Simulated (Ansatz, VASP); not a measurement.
## SnO2 in VASP and in Ansatz

Contents of INCAR:

```
PREC = Accurate ; ENCUT = 520
EDIFF = 1E-6 ; ISMEAR = 0
SIGMA = 0.05 ; LREAL = False
LASPH = True ; NELM = 60
ALGO = Normal ; ISIF = 2
LWAVE = False ; LCHARG = False
GGA = PE ; NBANDS = 20
```

Contents of KPOINTS:

```
regular mesh
0
Gamma
  12 12 12
```

The input POSCAR:

```
SnO2
1.0
    1.6450283737      0.9497575744      5.0042302243
   -1.6450283737      0.9497575744      5.0042302243
    0.0000000000     -1.8995151487      5.0042302243
Sn O
1 2
Direct
    0.5000000000      0.5000000000      0.5000000000
    0.2176001231      0.2176001231      0.2176001231
    0.7823998769      0.7823998769      0.7823998769
```

Input for Ansatz:

```yaml
crystal:
  lattice:
    - [1.6450283737, 0.9497575744, 5.0042302243]
    - [-1.6450283737, 0.9497575744, 5.0042302243]
    - [0.0, -1.8995151487, 5.0042302243]
  atoms:
    - { symbol: Sn, position: [0.5, 0.5, 0.5] }
    - { symbol: O, position: [0.2176001231, 0.2176001231, 0.2176001231] }
    - { symbol: O, position: [0.7823998769, 0.7823998769, 0.7823998769] }
basis:
  ecutwfc: 520.0
kpoints:
  mp_grid: { grid: [12, 12, 12] }
hamiltonian:
  xc: pbe
  pseudopotentials: { kind: paw, azcp: { folder: soft_1 } }
scf:
  occupations: { method: gaussian, width: 0.05 }
output:
  forces: true
  stress: true
  eigenvalues: true
```

Alike in both runs: task single point; functional PBE; k mesh 12 × 12 × 12; occupations gaussian, width 0.05 eV; no spin polarisation.

|  | VASP | Ansatz |
| --- | --- | --- |
| version | VASP 6.6.1 | Ansatz 0.2.0 |
| potentials or method | VASP PAW PBE potentials, release 64 (Sn_d, O), cutoff 520 eV | scalar-relativistic, plane waves, PAW |
| valence electrons in the cell | 26 | 26 |

VASP gave:

| Property | Result |
| --- | --- |
| gap on the k mesh at the Fermi level (eV) | 1.93 |
| least direct gap on the mesh (eV) | 3.03 |
| pressure (GPa) | 15.0 |
| traceless stress, the component that is largest in VASP (GPa) | 0.12 |
| rms of the force components (eV/Å) | 1.429 |

Question: What did Ansatz give for the same quantities?

Answer: gap on the k mesh at the Fermi level (eV): 1.94; least direct gap on the mesh (eV): 3.04; pressure (GPa): 14.3; traceless stress, the component that is largest in VASP (GPa): 0.71; rms of the force components (eV/Å): 1.401.

Atom by atom the forces differ by 0.028 eV/Å (rms over components).
